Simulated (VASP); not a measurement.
Input of a VASP 6.6.1 run:

The input POSCAR:

```
BiS
1.0
    3.6403387108      0.0000000000      0.0000000000
    0.0000000000      3.6403387108      0.0000000000
    0.0000000000      0.0000000000      3.6403387108
Bi S
1 1
Direct
    0.5000000000      0.5000000000      0.5000000000
    0.0000000000      0.0000000000      0.0000000000
```

INCAR.step1

```
SYSTEM = BiS
  PREC = Accurate
  ENCUT = 520
  EDIFF = 1E-5
  ISMEAR = -1
  SIGMA = 0.05
  LREAL = .FALSE.
  LASPH = .TRUE.
  NELM = 80
  ALGO = Normal
  ISIF = 2
  LWAVE = .TRUE.
  GGA = PE
  NBANDS = 18
```

Contents of INCAR.step2:

```
SYSTEM = BiS
  PREC = Accurate
  ENCUT = 520
  EDIFF = 1E-6
  ISMEAR = -1
  SIGMA = 0.05
  LREAL = .FALSE.
  LASPH = .TRUE.
  NELM = 80
  ALGO = Normal
  ISIF = 2
  LWAVE = .FALSE.
  LCHARG = .TRUE.
  GGA = PE
  LHFCALC = .TRUE.
  AEXX = 1.0
  ALDAC = 0.0
  AGGAC = 0.0
  PRECFOCK = Normal
  LELF = .TRUE.
  LVHAR = .TRUE.
  ISTART = 1
  NBANDS = 18
```

Contents of KPOINTS:

```
regular mesh
0
G
  4 4 4
  0 0 0
```

Potentials or basis: VASP PAW PBE potentials, release 64 (Bi_d, S).

Command:

```console
$ cat potpaw_PBE.64/Bi_d/POTCAR potpaw_PBE.64/S/POTCAR > POTCAR
$ cp INCAR.step1 INCAR
$ mpirun -np 1 vasp_std > vasp.out
$ cp INCAR.step2 INCAR
$ mpirun -np 1 vasp_std > vasp.out
```

(1) What does it give for the pressure?

(2) What does it give for the band gap on the k mesh?

Answers

(1) -0.8 GPa.

(2) zero (an odd number of electrons rules out a gap without spin polarisation).

Caveat: the k points lie up to 0.43 Å⁻¹ apart, too coarse for converged energies and pressures of a metal; the PAW data sets were made with another functional, which shifts forces and pressure a little; spin-orbit coupling is left out, which moves the levels of the heavy elements; an odd number of electrons without spin polarisation forces a metal; a magnetic or distorted state may lie lower.
